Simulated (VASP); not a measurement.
Input of a VASP 6.6.1 run:

INCAR

```
SYSTEM = GaP3
ALGO = Normal
EDIFF = 1E-7
ENCUT = 520
GGA = PE
ISIF = 2
ISMEAR = 0
LASPH = .True.
LCHARG = .False.
LREAL = .False.
LWAVE = .False.
NBANDS = 22
NELM = 100
PREC = Accurate
SIGMA = 0.1
```

Contents of KPOINTS:

```
k-points
0
Gamma
  12 12 12
  0 0 0
```

The input POSCAR:

```
GaP3
1.0
    3.9942802255      0.0000000000      0.0000000000
    0.0000000000      3.9942802255      0.0000000000
    0.0000000000      0.0000000000      3.9942802255
Ga P
1 3
Direct
    0.0000000000      0.0000000000      0.0000000000
    0.0000000000      0.5000000000      0.5000000000
    0.5000000000      0.0000000000      0.5000000000
    0.5000000000      0.5000000000      0.0000000000
```

Potentials or basis: VASP PAW PBE potentials, release 64 (Ga_d, P).

Command:

```sh
$ cat potpaw_PBE.64/Ga_d/POTCAR potpaw_PBE.64/P/POTCAR > POTCAR
$ mpirun -np 1 vasp_std > vasp.out
```

Problem. Predict the band gap on the k mesh.

Solution. Zero (bands 14 and 15 overlap by 5.90 eV).

Problem. Estimate the pressure.

Solution. 0.0 GPa.
